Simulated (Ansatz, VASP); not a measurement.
**CdIn2O4 in VASP and in Ansatz**

```
Cd In O
1.0
     0.00000    4.58300    4.58300
     4.58300    0.00000    4.58300
     4.58300    4.58300    0.00000
Cd In O
2 4 8
Direct
  0.50000 0.50000 0.50000
  0.75000 0.75000 0.75000
  0.12500 0.12500 0.12500
  0.62500 0.12500 0.12500
  0.12500 0.12500 0.62500
  0.12500 0.62500 0.12500
  0.36500 0.36500 0.36500
  0.34500 0.88500 0.88500
  0.36500 0.36500 0.90500
  0.88500 0.34500 0.88500
  0.90500 0.36500 0.36500
  0.88500 0.88500 0.88500
  0.36500 0.90500 0.36500
  0.88500 0.88500 0.34500
```

Alike in both runs: task electric field gradients; functional PBE; k mesh 4 × 4 × 4; occupations fermi-dirac, width 0.02 eV; no spin polarisation.

|  | VASP | Ansatz |
| --- | --- | --- |
| version | VASP 6.6.1 | Ansatz 0.2.0 |
| potentials or method | VASP PAW PBE potentials, release 64 (Cd, In_d, O) | plane-wave PAW, scalar-relativistic |
| plane-wave cutoff (eV) | 520 | 420 |
| valence electrons in the cell | 124 | 140 |

|  | VASP | Ansatz | Ansatz less VASP |
| --- | --- | --- | --- |
| gap on the k mesh at the Fermi level (eV) | 1.07 | 1.07 | +0.009 |
| pressure (GPa) | 6.8 | 6.0 | -0.82 |
| rms of the force components (eV/Å) | 0.385 | 0.356 | -0.0283 |
| size of Vzz on the site where it differs most (V/Å²) | 42.3 | 35.9 | -6.40 |

Atom by atom the forces differ by 0.028 eV/Å (rms over components). VASP's potentials hold 124 valence electrons a cell and Ansatz's 140, so a difference there can come from the potentials and not from the codes.
